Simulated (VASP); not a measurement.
# PtS2 (P-3m1) in VASP: further runs

PtS2 is run at these levels: PBE; tasks: single point.

Program: VASP 6.6.1. These are calculated values, not measurements. Logs are shortened: lines on timing, memory, paths and dates and some standing lists are left out, and cuts for length are marked.

## Step 1: The cell of the first run

The structure is trigonal, space group P-3m1 (No. 164). The conventional cell has a = 3.508 Å, b = 3.508 Å, c = 5.039 Å, α = 90.00°, β = 90.00°, γ = 120.00°. Within 3.1 Å of Pt (site symmetry -3m) lie 6 S at 2.33 Å. Within 3.1 Å of S (site symmetry 3m) lie 3 Pt at 2.33 Å and 3 S at 3.06 Å.

## Step 2: Single point, PBE

The input, INCAR:

```
ALGO     = Normal         # electronic algorithm
EDIFF    = 1E-6           # SCF threshold, eV
ENCUT    = 520            # plane-wave cutoff, eV
GGA      = PE             # functional
ISIF     = 2              # what is computed and relaxed
ISMEAR   = -1             # smearing method
LASPH    = T              # aspherical terms in the spheres
LCHARG   = F              # write CHGCAR
LREAL    = F              # projectors in reciprocal space
LWAVE    = F              # write WAVECAR
NBANDS   = 18             # bands
NELM     = 60             # most SCF steps
PREC     = Accurate       # precision mode
SIGMA    = 0.05           # smearing width, eV
```

The input, KPOINTS:

```
k-points
0
Gamma
  7 7 5
```

The input, POSCAR:

```
PtS2
1.0
    3.5077680000      0.0000000000      0.0000000000
   -1.7538840000      3.0378161986      0.0000000000
    0.0000000000      0.0000000000      5.0388000000
Pt S
1 2
Direct
    0.0000000000      0.0000000000      0.0000000000
    0.6666666667      0.3333333333      0.7730000000
    0.3333333333      0.6666666667      0.2270000000
```

Potentials or basis: VASP PAW PBE potentials, release 64 (Pt, S).

Started as:

```console
$ cat potpaw_PBE.64/Pt/POTCAR potpaw_PBE.64/S/POTCAR > POTCAR
$ mpirun -np 1 vasp_std > vasp.out
```

OUTCAR:

```text
EDIFF = 1E-6
   ENCUT = 520
   GGA = PE
   ISIF = 2
   ISMEAR = -1
   LASPH = T
   LREAL = F
   NELM = 60
   PREC = Accurate

 ion  position               nearest neighbor table
   1  0.000  0.000  0.000-   2 2.33   3 2.33   2 2.33   3 2.33   2 2.33   3 2.33
   2  0.667  0.333  0.773-   1 2.33   1 2.33   1 2.33
   3  0.333  0.667  0.227-   1 2.33   1 2.33   1 2.33

  LATTYP: Found a hexagonal cell.
 ALAT       =     3.5077680000
 C/A-ratio  =     1.4364690025

  Lattice vectors:

 A1 = (   3.5077680000,   0.0000000000,   0.0000000000)
 A2 = (  -1.7538840000,   3.0378161986,   0.0000000000)
 A3 = (   0.0000000000,   0.0000000000,   5.0388000000)

Analysis of symmetry for initial positions (statically):
=====================================================================
 Subroutine PRICEL returns:
 Original cell was already a primitive cell.

 Routine SETGRP: Setting up the symmetry group for a
 hexagonal supercell.

 Subroutine GETGRP returns: Found 12 space group operations
 (whereof 12 operations were pure point group operations)
 out of a pool of 24 trial point group operations.

The static configuration has the point symmetry D_3d.

Analysis of symmetry for dynamics (positions and initial velocities):
=====================================================================
 Subroutine PRICEL returns:
 Original cell was already a primitive cell.

 Routine SETGRP: Setting up the symmetry group for a
 hexagonal supercell.

 Subroutine GETGRP returns: Found 12 space group operations
 (whereof 12 operations were pure point group operations)
 out of a pool of 24 trial point group operations.

The dynamic configuration has the point symmetry D_3d.

 Subroutine INISYM returns: Found 12 space group operations
 (whereof 12 operations are pure point group operations),
 and found     1 'primitive' translations

----------------------------------------------------------------------------------------

                                     Primitive cell

  volume of cell :      53.6932

  direct lattice vectors                    reciprocal lattice vectors
     3.507768000  0.000000000  0.000000000     0.285081568  0.164591920  0.000000000
    -1.753884000  3.037816199  0.000000000     0.000000000  0.329183840  0.000000000
     0.000000000  0.000000000  5.038800000     0.000000000  0.000000000  0.198459951

  length of vectors
     3.507768000  3.507768000  5.038800000     0.329183840  0.329183840  0.198459951

  position of ions in fractional coordinates (direct lattice)
     0.000000000  0.000000000  0.000000000
     0.666666667  0.333333333  0.773000000
     0.333333333  0.666666667  0.227000000

  ion indices of the primitive-cell ions
   primitive index   ion index
                 1           1
                 2           2
                 3           3

----------------------------------------------------------------------------------------

 KPOINTS: k-points

Automatic generation of k-mesh.
 Grid dimensions read from file:
 generate k-points for:    7    7    5

 Generating k-lattice:

  Cartesian coordinates                     Fractional coordinates (reciprocal lattice)
     0.040725938  0.023513131  0.000000000     0.142857143  0.000000000  0.000000000
     0.000000000  0.047026263  0.000000000     0.000000000  0.142857143  0.000000000
     0.000000000  0.000000000  0.039691990     0.000000000  0.000000000  0.200000000

  Length of vectors
     0.047026263  0.047026263  0.039691990

  Shift w.r.t. Gamma in fractional coordinates (k-lattice)
     0.000000000  0.000000000  0.000000000

 Subroutine IBZKPT returns following result:
 ===========================================

 Found     32 irreducible k-points:

 Following reciprocal coordinates:
            Coordinates               Weight
  0.000000  0.000000  0.000000      1.000000
  0.142857 -0.000000  0.000000      6.000000
  0.285714  0.000000  0.000000      6.000000
  0.428571  0.000000  0.000000      6.000000
  0.142857  0.142857  0.000000      6.000000
  0.285714  0.142857  0.000000     12.000000
[... 16 lines left out ...]
  0.000000  0.142857  0.400000      6.000000
  0.285714  0.000000  0.400000      6.000000
 [... further k-points ...]
   k-points           NKPTS =     32   k-points in BZ     NKDIM =     32   number of bands    NBANDS=     18
   number of dos      NEDOS =    301   number of ions     NIONS =      3
   total plane-waves  NPLWV =  31360
   dimension x,y,z NGX =    28 NGY =   28 NGZ =   40
   dimension x,y,z NGXF=    56 NGYF=   56 NGZF=   80
   ions per type =               1   2
   NGX,Y,Z   is equivalent  to a cutoff of  13.27, 13.27, 13.20 a.u.
   NGXF,Y,Z  is equivalent  to a cutoff of  26.54, 26.54, 26.39 a.u.
 SYSTEM =  unknown system
   PREC   = accura    normal or accurate (medium, high low for compatibility)
   ISTART =      0    job   : 0-new  1-cont  2-samecut
   ICHARG =      2    charge: 1-file 2-atom 10-const
   ISPIN  =      1    spin polarized calculation?
   LNONCOLLINEAR =      F non collinear calculations
   LSORBIT =      F    spin-orbit coupling
   LASPH  =      T    aspherical Exc in radial PAW
   ENCUT  =  520.0 eV  38.22 Ry    6.18 a.u.   6.52  6.52  9.37*2*pi/ulx,y,z
   NELM   =     60;   NELMIN=  2; NELMDL= -5     # of ELM steps
   EDIFF  = 0.1E-05   stopping-criterion for ELM
   LREAL  =      F    real-space projection
   EDIFFG = 0.1E-04   stopping-criterion for IOM
   NSW    =      0    number of steps for IOM
   IBRION =     -1    ionic relax: 0-MD 1-quasi-New 2-CG
   NFREE  =      0    steps in history (QN), initial steepest desc. (CG)
   ISIF   =      2    stress and relaxation
   ISYM   =      2    0-nonsym 1-usesym 2-fastsym
   POTIM  = 0.5000    time-step for ionic-motion
   TEBEG  =    0.0;   TEEND  =   0.0 temperature during run
   PSTRESS=    0.0 pullay stress
   NELECT =      22.0000    total number of electrons
   NUPDOWN=      -1.0000    fix difference up-down
   EMIN   =  10.00;   EMAX   =-10.00  energy-range for DOS
   EFERMI =   0.00;   METHOD = LEGACY
   ISMEAR =    -1;   SIGMA  =   0.05  broadening in eV -4-tet -1-fermi 0-gaus
   EFERMI_NEDOS =   21; number of points for ismear=-14 and -15
   IALGO  =     38    algorithm
   IMIX   =      4    mixing-type and parameters
     AMIX     =   0.40;   BMIX     =  1.00
     AMIX_MAG =   1.60;   BMIX_MAG =  1.00
  volume/ion in A,a.u.               =      17.90       120.78
  Fermi-wavevector in a.u.,A,eV,Ry     =   1.215932  2.297778 20.116081  1.478490
  Thomas-Fermi vector in A             =   2.351303
   LORBIT       =      0    0 simple, 1 ext, 2 COOP (PROOUT), +10 PAW based schemes
   GGA     = PE    functional components
   LHFCALC =     F    Hartree Fock is set to
   AEXX    =    0.0000 exact exchange contribution
   IVDW    =     0    specifies the selected vdW correction
   LEPSILON=     F    determine dielectric tensor
   LRPA    =     F    only Hartree local field effects (RPA)
 non-spin polarized calculation
  energy-cutoff  :      520.00
  volume of cell :       53.69
 maximum number of plane-waves:      1483
 NGX is ok and might be reduce to    28
   NGX = 13   NGY = 13   NGZ = 19

 number of electron      22.0000002 magnetization

 Free energy of the ion-electron system (eV)
  ---------------------------------------------------
  ext. energy  EPLUGINS =         0.00000000
  ---------------------------------------------------
  free energy    TOTEN  =       -15.17398177 eV

  energy without entropy =      -15.17397564  energy(sigma->0) =      -15.17397870

 E-fermi :   7.4795     XC(G=0): -10.6688

 val. band max:        7.0110443880   @ k =   0.0000   0.1429   0.2000
 cond. band min:       7.9592923052   @ k =   0.0000   0.2857   0.2000
 fundamental gap:      0.9482479172
 Fermi energy:         7.4795430188

 k-point     1 :       0.0000    0.0000    0.0000
  band No.  band energies     occupation
      1      -8.7309      2.00000
      2      -5.3944      2.00000
      3      -0.1853      2.00000
      4      -0.1853      2.00000
      5      -0.0920      2.00000
      6       2.9194      2.00000
[... 10 lines left out ...]
     17      14.9781      0.00000
     18      19.1683      0.00000

 k-point     2 :       0.1429   -0.0000    0.0000
  band No.  band energies     occupation
      1      -8.4489      2.00000
      2      -5.5704      2.00000
      3       0.0021      2.00000
      4       0.0205      2.00000
      5       0.1993      2.00000
      6       2.5060      2.00000
[... 10 lines left out ...]
     17      15.8259      0.00000
     18      17.5642      0.00000

 k-point     3 :       0.2857    0.0000    0.0000
  band No.  band energies     occupation
      1      -7.6999      2.00000
      2      -5.9366      2.00000
      3       0.2563      2.00000
      4       0.4140      2.00000
      5       1.0596      2.00000
      6       1.4504      2.00000
[... 10 lines left out ...]
     17      16.1162      0.00000
     18      16.2195      0.00000

 k-point     4 :       0.4286    0.0000    0.0000
  band No.  band energies     occupation
      1      -6.8609      2.00000
      2      -6.2606      2.00000
      3      -0.5475      2.00000
      4       0.6565      2.00000
      5       1.5216      2.00000
      6       2.2215      2.00000
[... 375 lines left out ...]
      4       0.0214      2.00000
      5       1.2437      2.00000
      6       2.4859      2.00000
[... 10 lines left out ...]
     17      15.4912      0.00000
     18      16.3167      0.00000

 k-point    23 :       0.0000    0.1429    0.4000
  band No.  band energies     occupation
      1      -8.2055      2.00000
      2      -6.0953      2.00000
      3      -0.2047      2.00000
      4       0.0053      2.00000
      5       1.2531      2.00000
      6       2.4423      2.00000
[... 10 lines left out ...]
     17      15.9279      0.00000
     18      15.9972      0.00000

 k-point    24 :       0.2857    0.0000    0.4000
  band No.  band energies     occupation
      1      -7.4595      2.00000
      2      -6.2744      2.00000
      3      -0.0656      2.00000
      4       0.4069      2.00000
      5       1.0131      2.00000
      6       2.0921      2.00000
[... 10 lines left out ...]
     17      16.8779      0.00000
     18      17.0858      0.00000

 [... further k-points ...]
[... 5 lines left out ...]
  --------------------------------------------------------------------------------------
  -------------------------------------------------------------------------------------
  Total        5.5619680      5.5619680      4.3062385      0.0000000     -0.0000000      0.0000000
  in kB      165.9661763    165.9661763    128.4958764      0.0000000     -0.0000000      0.0000000
  external PRESSURE =     153.4760763 kB  Pullay stress =       0.0000000 kB

 VOLUME and BASIS-vectors are now :
 -----------------------------------------------------------------------------
  energy-cutoff  :      520.00
  volume of cell :       53.69
      direct lattice vectors                 reciprocal lattice vectors
     3.507768000  0.000000000  0.000000000     0.285081568  0.164591920  0.000000000
    -1.753884000  3.037816199  0.000000000     0.000000000  0.329183840  0.000000000
     0.000000000  0.000000000  5.038800000     0.000000000  0.000000000  0.198459951

 POSITION                                       TOTAL-FORCE (eV/Angst)
 -----------------------------------------------------------------------------------
      0.00000      0.00000      0.00000         0.000000     -0.000000      0.000000
      1.75388      1.01261      3.89499        -0.000000      0.000000     -1.538080
     -0.00000      2.02521      1.14381         0.000000     -0.000000      1.538080
 -----------------------------------------------------------------------------------
    total drift:                                0.000000     -0.000000      0.000000

  FREE ENERGIE OF THE ION-ELECTRON SYSTEM (eV)
  ---------------------------------------------------
  free  energy   TOTEN  =       -15.1739817668 eV

  energy  without entropy=      -15.1739756372  energy(sigma->0) =      -15.17397870
```

It took 34 s on 1 thread of Intel Xeon Platinum 8375C at 2.90GHz (Ice Lake), shared host; peak memory 0.19 GiB.

Results:

| Quantity | Value |
| --- | --- |
| Free energy | -15.1740 eV |
| Pressure | 15.3 GPa |
| Largest force | 1.538 eV/Å |
| Band gap on the k mesh | 0.95 eV, indirect (least direct gap 1.24 eV) |

Forces in eV/Å, atoms in the order of the input:
```
Pt   0.000  0.000  0.000
S    0.000  0.000 -1.538
S    0.000  0.000  1.538
```

Stress tensor (GPa, compression positive):
```
16.60  0.00  0.00
 0.00 16.60  0.00
 0.00  0.00 12.85
```

Levels at points of the mesh, in eV from the valence-band top:
```csv
k point,band 9,band 10,band 11,band 12,band 13,band 14
"(0.00, 0.00, 0.00)",-1.13,-1.13,-0.15,2.56,2.56,4.82
```

Caveat: spin-orbit coupling is left out, which moves the levels of the heavy elements; forces of over 1 eV/Å act on the atoms, so gaps and moduli don't describe the material at rest. A k mesh can miss the band edges.

## Step 3: Single point, PBE

This run uses another cell than the first one, of 18.63 Å³/atom, 1.041 times its volume.

The input, INCAR:

```
SYSTEM = PtS2
PREC = Accurate
ENCUT = 520
EDIFF = 1E-7
ISMEAR = -1
SIGMA = 0.05
LREAL = .False.
LASPH = .True.
NELM = 100
ALGO = Normal
ISIF = 2
LWAVE = .False.
LCHARG = .False.
GGA = PE
NBANDS = 18
```

The input, KPOINTS:

```
Automatic mesh
0
Gamma
  7 7 5
  0 0 0
```

The input, POSCAR:

```
PtS2
1.0
    3.5786320000      0.0000000000      0.0000000000
   -1.7893160000      3.0991862228      0.0000000000
    0.0000000000      0.0000000000      5.0388000000
Pt S
1 2
Direct
    0.0000000000      0.0000000000      0.0000000000
    0.6666666667      0.3333333333      0.7730000000
    0.3333333333      0.6666666667      0.2270000000
```

Potentials or basis: VASP PAW PBE potentials, release 64 (Pt, S).

Started as:

```console
$ cat potpaw_PBE.64/Pt/POTCAR potpaw_PBE.64/S/POTCAR > POTCAR
$ mpirun -np 1 vasp_std > vasp.out
```

Wall time 39 s (1 thread of Intel Xeon Platinum 8375C at 2.90GHz (Ice Lake), shared host); peak memory 0.19 GiB.

It converged, with:

```
Free energy            : -15.3341 eV
Pressure               : 7.3 GPa
Largest force          : 0.920 eV/Å
Band gap on the k mesh : 0.84 eV, indirect (least direct gap 1.11 eV)
```

Forces on the atoms (eV/Å):
```
Pt   0.000  0.000  0.000
S    0.000  0.000 -0.920
S    0.000  0.000  0.920
```

Stress tensor (GPa, compression positive):
```
7.05 0.00 0.00
0.00 7.05 0.00
0.00 0.00 7.75
```

Levels at points of the mesh, in eV from the valence-band top:
```tsv
k point	band 9	band 10	band 11	band 12	band 13	band 14
(0.00, 0.00, 0.00)	-1.13	-1.13	-0.08	2.38	2.38	4.79
```

Caveat: spin-orbit coupling is left out, which moves the levels of the heavy elements. A k mesh can miss the band edges.

## Step 4: Single point, PBE

This run uses another cell than the first one, of 19.00 Å³/atom, 1.062 times its volume.

The input, INCAR:

```
PREC = Accurate
ENCUT = 520
EDIFF = 1E-6
ISMEAR = -1
SIGMA = 0.05
LREAL = F
LASPH = T
NELM = 100
ALGO = Normal
ISIF = 2
LWAVE = F
LCHARG = F
GGA = PE
NBANDS = 18
```

The input, KPOINTS:

```
regular mesh
0
Gamma
  7 7 5
```

The input, POSCAR:

```
PtS2
1.0
    3.6140640000      0.0000000000      0.0000000000
   -1.8070320000      3.1298712349      0.0000000000
    0.0000000000      0.0000000000      5.0388000000
Pt S
1 2
Direct
    0.0000000000      0.0000000000      0.0000000000
    0.6666666667      0.3333333333      0.7730000000
    0.3333333333      0.6666666667      0.2270000000
```

Started as:

```console
$ cat potpaw_PBE.64/Pt/POTCAR potpaw_PBE.64/S/POTCAR > POTCAR
$ mpirun -np 1 vasp_std > vasp.out
```

Wall time 37 s (1 thread of Intel Xeon Platinum 8375C at 2.90GHz (Ice Lake), shared host); peak memory 0.19 GiB.

Results (log left out):

- Free energy: -15.3691 eV
- Pressure: 3.9 GPa
- Largest force: 0.652 eV/Å
- Band gap on the k mesh: 0.79 eV, indirect (least direct gap 1.04 eV)

Forces on the atoms (eV/Å):
```
Pt   0.000  0.000  0.000
S    0.000  0.000 -0.652
S    0.000  0.000  0.652
```

Stress tensor (GPa, compression positive):
```
2.97 0.00 0.00
0.00 2.97 0.00
0.00 0.00 5.64
```

Levels at points of the mesh, in eV from the valence-band top:
| k point | band 7 | band 8 | band 9 | band 10 | band 11 | band 12 | band 13 | band 14 | band 15 | band 16 |
| --- | --- | --- | --- | --- | --- | --- | --- | --- | --- | --- |
| (0.00, 0.00, 0.00) | -3.73 | -1.67 | -1.13 | -1.13 | -0.05 | 2.30 | 2.30 | 4.79 | 5.39 | 7.87 |

Caveat: spin-orbit coupling is left out, which moves the levels of the heavy elements. A hybrid or GW would open this gap; PBE tends to underestimate it.

## Step 5: Summary

```tsv
cell	gap on the mesh (eV)	pressure (GPa)	largest force (eV/Å)
a = 3.508, b = 3.508, c = 5.039 Å, angles 90.0, 90.0, 120.0°, 3 atoms	0.95	15.3	1.54
a = 3.579, b = 3.579, c = 5.039 Å, angles 90.0, 90.0, 120.0°, 3 atoms	0.84	7.3	0.92
a = 3.614, b = 3.614, c = 5.039 Å, angles 90.0, 90.0, 120.0°, 3 atoms	0.79	3.9	0.65
```

Alike in all rows: task single point; level PBE; potentials or basis VASP PAW PBE potentials, release 64 (Pt, S); no spin polarisation; k mesh 7 × 7 × 5; cutoff (eV) 520; smearing fermi-dirac 0.05 eV.

Caveats: spin-orbit coupling is left out, which moves the levels of the heavy elements; forces of over 1 eV/Å act on the atoms, so gaps and moduli don't describe the material at rest (some runs).

Total energies depend on the potentials used, so only differences within one code and one set of settings carry meaning.
